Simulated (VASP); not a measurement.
Set up this calculation in VASP 6.6.1, as the native input.

* Task: single point
* Functional: r2SCAN
* Potentials or basis: VASP PAW PBE potentials, release 64 (Au)
* Cutoff: 520 eV
* k mesh: 22 × 22 × 22
* Occupations: gaussian, width 0.15 eV
* Spin: no spin polarisation
* Dipole correction: no
* Further INCAR settings: ALGO = Normal; EDIFF = 1e-06; NBANDS = 12

Crystal: Au.

```xyz
1
Lattice="-2.2269 1.7029 1.7029 1.7029 -2.2269 1.7029 1.7029 1.7029 -2.2269" Properties=species:S:1:pos:R:3 pbc="T T T"
Au    0.0000    0.0000    0.0000
```

This cell differs from its parent crystal: ratio of the length along [111] to the lengths across it x 0.6, volume and fractional coordinates fixed.

The input as run:

POSCAR

```
Au
1.0
   -2.2268976259      1.7029217140      1.7029217140
    1.7029217140     -2.2268976259      1.7029217140
    1.7029217140      1.7029217140     -2.2268976259
Au
1
Direct
    0.0000000000      0.0000000000      0.0000000000
```

INCAR.step1

```
SYSTEM = Au
  PREC = Accurate
  ENCUT = 520
  ISMEAR = 0
  SIGMA = 0.15
  LREAL = .False.
  LASPH = .True.
  NELM = 80
  NBANDS = 12
  GGA = PE
  ALGO = Normal
  EDIFF = 1E-4
  LWAVE = .True.
  LCHARG = .False.
```

INCAR.step2

```
SYSTEM = Au
  PREC = Accurate
  ENCUT = 520
  EDIFF = 1E-6
  ISMEAR = 0
  SIGMA = 0.15
  LREAL = .False.
  LASPH = .True.
  NELM = 80
  ALGO = Normal
  ISIF = 2
  LWAVE = .False.
  LCHARG = .False.
  METAGGA = R2SCAN
  LMIXTAU = .True.
  NBANDS = 12
  ISTART = 1
```

KPOINTS

```
regular mesh
0
Gamma
  22 22 22
  0 0 0
```

Potentials or basis: VASP PAW PBE potentials, release 64 (Au).

Command:

```console
$ cat potpaw_PBE.64/Au/POTCAR > POTCAR
$ cp INCAR.step1 INCAR
$ mpirun -np 1 vasp_std > vasp.out
$ cp INCAR.step2 INCAR
$ mpirun -np 1 vasp_std > vasp.out
```

Results of the run:

```json
{"Pressure": "106.9 GPa", "Band gap on the k mesh": "zero (an odd number of electrons rules out a gap without spin polarisation)"}
```

Caveat: the cell stands under pressure; the PAW data sets were made with another functional, which shifts forces and pressure a little; spin-orbit coupling is left out, which moves the levels of the heavy elements.

It took 9.2 min on 1 thread of Intel(R) Xeon(R) Platinum 8259CL CPU @ 2.50GHz (Skylake/Cascade Lake), on a shared host, peak memory 0.33 GiB.
